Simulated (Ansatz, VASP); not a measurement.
One calculation of SrRe, two programs

The input INCAR:

```
SYSTEM = SrRe
ALGO = Normal ; EDIFF = 1E-6
ENCUT = 520 ; GGA = PE
ISIF = 2 ; ISMEAR = 0
LASPH = .TRUE. ; LCHARG = .FALSE.
LREAL = .FALSE. ; LWAVE = .FALSE.
NBANDS = 16 ; NELM = 100
PREC = Accurate ; SIGMA = 0.05
```

The input KPOINTS:

```
k-points
0
G
  10 10 10
  0 0 0
```

Contents of POSCAR:

```
SrRe
1.0
    3.7554622156      0.0000000000      0.0000000000
    0.0000000000      3.7554622156      0.0000000000
    0.0000000000      0.0000000000      3.7554622156
Sr Re
1 1
Direct
    0.0000000000      0.0000000000      0.0000000000
    0.5000000000      0.5000000000      0.5000000000
```

Input for Ansatz:

```yaml
crystal:
  lattice:
    - [3.7554622156, 0.0, 0.0]
    - [0.0, 3.7554622156, 0.0]
    - [0.0, 0.0, 3.7554622156]
  atoms:
    - { symbol: Sr, position: [0.0, 0.0, 0.0] }
    - { symbol: Re, position: [0.5, 0.5, 0.5] }
basis:
  ecutwfc: 420
  ecutrho_ratio: 4
kpoints:
  mp_grid: { grid: [10, 10, 10] }
hamiltonian:
  xc: pbe
scf:
  occupations: { method: gaussian, width: 0.05 }
output:
  forces: true
  stress: true
  eigenvalues: true
```

Alike in both runs: task single point; functional PBE; k mesh 10 × 10 × 10; occupations gaussian, width 0.05 eV; no spin polarisation.

|  | VASP | Ansatz |
| --- | --- | --- |
| version | VASP 6.6.1 | Ansatz 0.2.0 |
| potentials or method | VASP PAW PBE potentials, release 64 (Sr_sv, Re), cutoff 520 eV | scalar-relativistic, plane waves, PAW |
| valence electrons in the cell | 17 | 25 |

Ansatz gave:

```
gap on the k mesh at the Fermi level (eV) : none
pressure (GPa)                            : -4.8
```

Task: Estimate VASP's values.

Result: gap on the k mesh at the Fermi level (eV): none; pressure (GPa): -4.7.

A gap of «none» marks a metal or a gap that the smearing closes. VASP's potentials hold 17 valence electrons a cell and Ansatz's 25, so a difference there can come from the potentials and not from the codes.

Neither program's run includes spin-orbit coupling.
